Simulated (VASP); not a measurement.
# ZnSbO (P-6m2) in VASP: a series of runs

ZnSbO is run at these levels: PBE; tasks: single point, relaxation of cell and atoms.

All numbers are computed with VASP 6.6.1; they aren't measurements. Logs are shortened: lines on timing, memory, paths and dates and some standing lists are left out, and cuts for length are marked.

**1. The cell of the first run**

It takes space group P-6m2 (No. 187, hexagonal). The conventional cell has a = 3.666 Å, b = 3.666 Å, c = 3.742 Å, α = 90.00°, β = 90.00°, γ = 120.00°. Zn (site symmetry -6m2) has 3 O at 2.12 Å and 6 Sb at 2.83 Å within 2.9 Å. Sb (site symmetry -6m2) has 6 O at 2.83 Å and 6 Zn at 2.83 Å and 8 Sb at 3.67 to 3.74 Å within 3.8 Å. Within 2.9 Å of O (site symmetry -6m2) lie 3 Zn at 2.12 Å and 6 Sb at 2.83 Å.

The cell was generated, and may not be a known phase.

**2. Single point, PBE**

INCAR

```
PREC = Accurate ; ENCUT = 520
EDIFF = 1E-7 ; ISMEAR = 0
SIGMA = 0.1 ; LREAL = F
LASPH = T ; NELM = 60
ALGO = Normal ; ISIF = 2
LWAVE = F ; LCHARG = T
GGA = PE ; LELF = T
LVHAR = T ; NBANDS = 18
```

KPOINTS

```
regular mesh
0
Gamma
  6 6 4
```

POSCAR

```
ZnSbO
1.0
    3.6663120500      0.0000000000      0.0000000000
   -1.8331560300      3.1751193800      0.0000000000
    0.0000000000      0.0000000000      3.7424299200
Zn Sb O
1 1 1
Direct
    0.0000000000      0.0000000000      0.0000000000
    0.6666666700      0.3333333300      0.5000000000
    0.3333333300      0.6666666700      0.0000000000
```

Potentials or basis: VASP PAW PBE potentials, release 64 (Zn, Sb, O).

On the command line:

```sh
cat potpaw_PBE.64/Zn/POTCAR potpaw_PBE.64/Sb/POTCAR potpaw_PBE.64/O/POTCAR > POTCAR
mpirun -np 1 vasp_std > vasp.out
```

OUTCAR:

```text
PREC = Accurate
   ENCUT = 520
   EDIFF = 1E-7
   ISMEAR = 0
   LREAL = F
   LASPH = T
   NELM = 60
   ISIF = 2
   GGA = PE

 ion  position               nearest neighbor table
   1  0.000  0.000  0.000-   3 2.12   3 2.12   3 2.12   2 2.83   2 2.83   2 2.83   2 2.83   2 2.83
                             2 2.83
   2  0.667  0.333  0.500-   3 2.83   3 2.83   1 2.83   1 2.83   3 2.83   3 2.83   1 2.83   1 2.83
                             1 2.83   1 2.83   3 2.83   3 2.83
   3  0.333  0.667  0.000-   1 2.12   1 2.12   1 2.12   2 2.83   2 2.83   2 2.83   2 2.83   2 2.83
                             2 2.83

  LATTYP: Found a hexagonal cell.
 ALAT       =     3.6663120500
 C/A-ratio  =     1.0207614270

  Lattice vectors:

 A1 = (   3.6663120500,   0.0000000000,   0.0000000000)
 A2 = (  -1.8331560300,   3.1751193800,   0.0000000000)
 A3 = (   0.0000000000,   0.0000000000,   3.7424299200)

Analysis of symmetry for initial positions (statically):
=====================================================================
 Subroutine PRICEL returns:
 Original cell was already a primitive cell.

 Routine SETGRP: Setting up the symmetry group for a
 hexagonal supercell.

 Subroutine GETGRP returns: Found 12 space group operations
 (whereof 12 operations were pure point group operations)
 out of a pool of 24 trial point group operations.

The static configuration has the point symmetry D_3h.

Analysis of symmetry for dynamics (positions and initial velocities):
=====================================================================
 Subroutine PRICEL returns:
 Original cell was already a primitive cell.

 Routine SETGRP: Setting up the symmetry group for a
 hexagonal supercell.

 Subroutine GETGRP returns: Found 12 space group operations
 (whereof 12 operations were pure point group operations)
 out of a pool of 24 trial point group operations.

The dynamic configuration has the point symmetry D_3h.

 Subroutine INISYM returns: Found 12 space group operations
 (whereof 12 operations are pure point group operations),
 and found     1 'primitive' translations

----------------------------------------------------------------------------------------

                                     Primitive cell

[... 84 lines left out ...]
   LSORBIT =      F    spin-orbit coupling
   LASPH  =      T    aspherical Exc in radial PAW
   ENCUT  =  520.0 eV  38.22 Ry    6.18 a.u.   6.82  6.82  6.96*2*pi/ulx,y,z
   NELM   =     60;   NELMIN=  2; NELMDL= -5     # of ELM steps
   EDIFF  = 0.1E-06   stopping-criterion for ELM
   LREAL  =      F    real-space projection
   EDIFFG = 0.1E-05   stopping-criterion for IOM
   NSW    =      0    number of steps for IOM
   IBRION =     -1    ionic relax: 0-MD 1-quasi-New 2-CG
   NFREE  =      0    steps in history (QN), initial steepest desc. (CG)
   ISIF   =      2    stress and relaxation
   ISYM   =      2    0-nonsym 1-usesym 2-fastsym
   POTIM  = 0.5000    time-step for ionic-motion
   TEBEG  =    0.0;   TEEND  =   0.0 temperature during run
   PSTRESS=    0.0 pullay stress
   NELECT =      23.0000    total number of electrons
   NUPDOWN=      -1.0000    fix difference up-down
   EMIN   =  10.00;   EMAX   =-10.00  energy-range for DOS
   EFERMI =   0.00;   METHOD = LEGACY
   ISMEAR =     0;   SIGMA  =   0.10  broadening in eV -4-tet -1-fermi 0-gaus
   EFERMI_NEDOS =   21; number of points for ismear=-14 and -15
   IALGO  =     38    algorithm
   IMIX   =      4    mixing-type and parameters
     AMIX     =   0.40;   BMIX     =  1.00
     AMIX_MAG =   1.60;   BMIX_MAG =  1.00
  volume/ion in A,a.u.               =      14.52        98.00
  Fermi-wavevector in a.u.,A,eV,Ry     =   1.323132  2.500356 23.819411  1.750677
  Thomas-Fermi vector in A             =   2.452762
   LORBIT       =      0    0 simple, 1 ext, 2 COOP (PROOUT), +10 PAW based schemes
   GGA     = PE    functional components
   LHFCALC =     F    Hartree Fock is set to
   AEXX    =    0.0000 exact exchange contribution
   IVDW    =     0    specifies the selected vdW correction
   LEPSILON=     F    determine dielectric tensor
   LRPA    =     F    only Hartree local field effects (RPA)
 non-spin polarized calculation
 Gauss-broadening in eV      SIGMA  =   0.10
  energy-cutoff  :      520.00
  volume of cell :       43.57
 maximum number of plane-waves:      1188
 NGX is ok and might be reduce to    28
   NGX = 13   NGY = 13   NGZ = 13

 number of electron      22.9999999 magnetization

 Free energy of the ion-electron system (eV)
  ---------------------------------------------------
  ext. energy  EPLUGINS =         0.00000000
  ---------------------------------------------------
  free energy    TOTEN  =       -10.31919337 eV

  energy without entropy =      -10.31298919  energy(sigma->0) =      -10.31609128

 E-fermi :   7.8879     XC(G=0): -11.4984

 val. band max:        7.5498104648   @ k =   0.3333   0.1667   0.5000
 cond. band min:       7.9464908632   @ k =   0.3333   0.1667   0.0000
 fundamental gap:      0.3966803984
 Fermi energy:         7.8878633798

 k-point     1 :       0.0000    0.0000    0.0000
  band No.  band energies     occupation
      1     -11.6317      2.00000
      2      -3.2475      2.00000
      3      -0.4702      2.00000
      4      -0.4702      2.00000
      5       0.2209      2.00000
      6       0.2209      2.00000
[... 418 lines left out ...]
      5       0.0376      2.00000
      6       0.5312      2.00000
[... 10 lines left out ...]
     17      19.6830      0.00000
     18      20.2016      0.00000

------------------------ aborting loop because EDIFF is reached ----------------------------------------

  FORCE on cell =-STRESS in cart. coord.  units (eV):
  Direction    XX          YY          ZZ          XY          YZ          ZX
  --------------------------------------------------------------------------------------
  -------------------------------------------------------------------------------------
  Total        3.6383740      3.6383740      4.5902185     -0.0000000      0.0000000      0.0000000
  in kB      133.8057435    133.8057440    168.8110158     -0.0000002      0.0000000      0.0000000
  external PRESSURE =     145.4741678 kB  Pullay stress =       0.0000000 kB

 VOLUME and BASIS-vectors are now :
 -----------------------------------------------------------------------------
  energy-cutoff  :      520.00
  volume of cell :       43.57
      direct lattice vectors                 reciprocal lattice vectors
     3.666312050  0.000000000  0.000000000     0.272753652  0.157474394  0.000000000
    -1.833156030  3.175119380  0.000000000     0.000000000  0.314948788  0.000000000
     0.000000000  0.000000000  3.742429920     0.000000000  0.000000000  0.267206072

 POSITION                                       TOTAL-FORCE (eV/Angst)
 -----------------------------------------------------------------------------------
      0.00000      0.00000      0.00000         0.000000      0.000000      0.000000
      1.83316      1.05837      1.87121        -0.000000      0.000000      0.000000
     -0.00000      2.11675      0.00000        -0.000000     -0.000000      0.000000
 -----------------------------------------------------------------------------------
    total drift:                                0.000021     -0.000012     -0.000000

  FREE ENERGIE OF THE ION-ELECTRON SYSTEM (eV)
  ---------------------------------------------------
  free  energy   TOTEN  =       -10.3191933728 eV

  energy  without entropy=      -10.3129891860  energy(sigma->0) =      -10.31609128
```

stdout:

```text
POSCAR found type information on POSCAR ZnSbO
 POSCAR found :  3 types and       3 ions
 scaLAPACK will be used
 LDA part: xc-table for (Slater+PW92), standard interpolation
 POSCAR, INCAR and KPOINTS ok, starting setup
 FFT: planning ... GRIDC
 FFT: planning ... GRID_SOFT
 FFT: planning ... GRID
 WAVECAR not read
 entering main loop
```

It took 9.4 s on 1 thread of Intel Xeon 6975P-C (Granite Rapids), shared host; peak memory 0.16 GiB.

What came out:

* Free energy: -10.3192 eV
* Pressure: 14.5 GPa
* Band gap on the k mesh: zero (an odd number of electrons rules out a gap without spin polarisation)

Caveat: the k points lie up to 0.42 Å⁻¹ apart, too coarse for converged energies and pressures of a metal; spin-orbit coupling is left out, which moves the levels of the heavy elements; an odd number of electrons without spin polarisation forces a metal; a magnetic or distorted state may lie lower.

**3. Single point, PBE**

This run uses another cell than the first one, of 22.83 Å³/atom.

INCAR

```
SYSTEM = ZnSbO
PREC     = Accurate       ! precision mode
ENCUT    = 520            ! plane-wave cutoff, eV
EDIFF    = 1E-6           ! SCF threshold, eV
ISMEAR   = 0              ! smearing method
SIGMA    = 0.1            ! smearing width, eV
LREAL    = .FALSE.        ! projectors in reciprocal space
LASPH    = .TRUE.         ! aspherical terms in the spheres
NELM     = 60             ! most SCF steps
ALGO     = Normal         ! electronic algorithm
ISIF     = 2              ! what is computed and relaxed
LWAVE    = .FALSE.        ! write WAVECAR
LCHARG   = .TRUE.         ! write CHGCAR
GGA      = PE             ! functional
LELF     = .TRUE.         ! ELF
LVHAR    = .TRUE.       
NBANDS   = 18             ! bands
```

KPOINTS

```
regular mesh
0
G
  6 6 4
  0 0 0
```

POSCAR

```
ZnSbO
1.0
    3.2695786031      0.0000000026      0.0000000000
   -1.6347893038      2.8315381287      0.0000000000
    0.0000000000      0.0000000000      7.3973798382
Zn Sb O
1 1 1
Direct
    0.0000000000      0.0000000000      0.0000000000
    0.6666666667      0.3333333333      0.5000000000
    0.3333333333      0.6666666667      0.0000000000
```

Potentials or basis: VASP PAW PBE potentials, release 64 (Zn, Sb, O).

On the command line:

```sh
cat potpaw_PBE.64/Zn/POTCAR potpaw_PBE.64/Sb/POTCAR potpaw_PBE.64/O/POTCAR > POTCAR
mpirun -np 1 vasp_std > vasp.out
```

OUTCAR:

```text
SYSTEM = ZnSbO
   PREC = Accurate
   ENCUT = 520
   EDIFF = 1E-6
   ISMEAR = 0
   LREAL = .FALSE.
   LASPH = .TRUE.
   NELM = 60
   ISIF = 2
   GGA = PE

 ion  position               nearest neighbor table
   1  0.000  0.000  0.000-   3 1.89   3 1.89   3 1.89
   2  0.667  0.333  0.500-
   3  0.333  0.667  0.000-   1 1.89   1 1.89   1 1.89

  LATTYP: Found a hexagonal cell.
 ALAT       =     3.2695786031
 C/A-ratio  =     2.2624872304

  Lattice vectors:

 A1 = (   3.2695786031,   0.0000000026,   0.0000000000)
 A2 = (  -1.6347893038,   2.8315381287,   0.0000000000)
 A3 = (   0.0000000000,   0.0000000000,   7.3973798382)

Analysis of symmetry for initial positions (statically):
=====================================================================
 Subroutine PRICEL returns:
 Original cell was already a primitive cell.

 Routine SETGRP: Setting up the symmetry group for a
 hexagonal supercell.

 Subroutine GETGRP returns: Found 12 space group operations
 (whereof 12 operations were pure point group operations)
 out of a pool of 24 trial point group operations.

[... 157 lines left out ...]

  energy without entropy =      -11.73511793  energy(sigma->0) =      -11.74628529

 E-fermi :   2.9045     XC(G=0):  -8.9634

 val. band max:        2.6124559800   @ k =   0.1667   0.1667   0.5000
 cond. band min:       2.9436987095   @ k =   0.3333   0.1667   0.2500
 fundamental gap:      0.3312427295
 Fermi energy:         2.9045462059

 k-point     1 :       0.0000    0.0000    0.0000
  band No.  band energies     occupation
      1     -15.4305      2.00000
      2      -8.4545      2.00000
      3      -4.0628      2.00000
      4      -4.0628      2.00000
      5      -2.6841      2.00000
      6      -2.6426      2.00000
[... 418 lines left out ...]
      5      -2.8139      2.00000
      6      -2.7679      2.00000
[... 10 lines left out ...]
     17      11.1397      0.00000
     18      11.4037      0.00000

------------------------ aborting loop because EDIFF is reached ----------------------------------------

  FORCE on cell =-STRESS in cart. coord.  units (eV):
  Direction    XX          YY          ZZ          XY          YZ          ZX
  --------------------------------------------------------------------------------------
  -------------------------------------------------------------------------------------
  Total        0.2204987      0.2204987      0.0862481      0.0000000     -0.0000000      0.0000000
  in kB        5.1585120      5.1585120      2.0177539      0.0000000     -0.0000000      0.0000000
  external PRESSURE =       4.1115926 kB  Pullay stress =       0.0000000 kB

 VOLUME and BASIS-vectors are now :
 -----------------------------------------------------------------------------
  energy-cutoff  :      520.00
  volume of cell :       68.48
      direct lattice vectors                 reciprocal lattice vectors
     3.269578603  0.000000003  0.000000000     0.305849812  0.176582471  0.000000000
    -1.634789304  2.831538129  0.000000000    -0.000000000  0.353164942  0.000000000
     0.000000000  0.000000000  7.397379838     0.000000000  0.000000000  0.135183000

 POSITION                                       TOTAL-FORCE (eV/Angst)
 -----------------------------------------------------------------------------------
      0.00000      0.00000      0.00000        -0.000000     -0.000000      0.000000
      1.63479      0.94385      3.69869         0.000000     -0.000000      0.000000
     -0.00000      1.88769      0.00000        -0.000000      0.000000      0.000000
 -----------------------------------------------------------------------------------
    total drift:                                0.000010     -0.000006     -0.000000

  FREE ENERGIE OF THE ION-ELECTRON SYSTEM (eV)
  ---------------------------------------------------
  free  energy   TOTEN  =       -11.7574526504 eV

  energy  without entropy=      -11.7351179326  energy(sigma->0) =      -11.74628529
```

OSZICAR:

```text
N       E                     dE             d eps       ncg     rms          rms(c)
DAV:   1     0.142125867887E+03    0.14213E+03   -0.10530E+04   756   0.130E+03
DAV:   2     0.318795853674E+00   -0.14181E+03   -0.13603E+03   850   0.282E+02
DAV:   3    -0.137560423647E+02   -0.14075E+02   -0.13952E+02   870   0.911E+01
DAV:   4    -0.139846402026E+02   -0.22860E+00   -0.22836E+00   910   0.126E+01
DAV:   5    -0.139865822192E+02   -0.19420E-02   -0.19420E-02   886   0.109E+00    0.118E+01
DAV:   6    -0.117528623500E+02    0.22337E+01   -0.81787E+00  1206   0.537E+01    0.681E+00
DAV:   7    -0.117914381462E+02   -0.38576E-01   -0.13024E+00   814   0.122E+01    0.408E+00
DAV:   8    -0.117862818781E+02    0.51563E-02   -0.47726E-01   950   0.563E+00    0.124E+00
DAV:   9    -0.117554261745E+02    0.30856E-01   -0.14521E-01  1088   0.458E+00    0.185E-01
DAV:  10    -0.117572213730E+02   -0.17952E-02   -0.16860E-02   778   0.979E-01    0.810E-02
DAV:  11    -0.117574392389E+02   -0.21787E-03   -0.44068E-04   840   0.169E-01    0.170E-02
DAV:  12    -0.117574498785E+02   -0.10640E-04   -0.25881E-05   964   0.429E-02    0.101E-02
DAV:  13    -0.117574527420E+02   -0.28635E-05   -0.76670E-06   846   0.243E-02    0.799E-03
DAV:  14    -0.117574526504E+02    0.91567E-07   -0.72982E-06   986   0.304E-02
   1 F= -.11757453E+02 E0= -.11746285E+02  d E =-.223347E-01
```

It took 14 s on 1 thread of Intel Xeon 6975P-C (Granite Rapids), shared host; peak memory 0.19 GiB.

What came out:

```yaml
Free_energy: -11.7575 eV
Pressure: 0.4 GPa
Band_gap_on_the_k_mesh: zero (an odd number of electrons rules out a gap without spin polarisation)
```

Stress tensor (GPa, compression positive):
```
0.52 0.00 0.00
0.00 0.52 0.00
0.00 0.00 0.20
```

Caveat: the k points lie up to 0.37 Å⁻¹ apart, too coarse for converged energies and pressures of a metal; spin-orbit coupling is left out, which moves the levels of the heavy elements; an odd number of electrons without spin polarisation forces a metal; a magnetic or distorted state may lie lower.

(Continued in part 2 of 3.)

The gap in the log of VASP goes by the Fermi energy; the results here count the filled bands.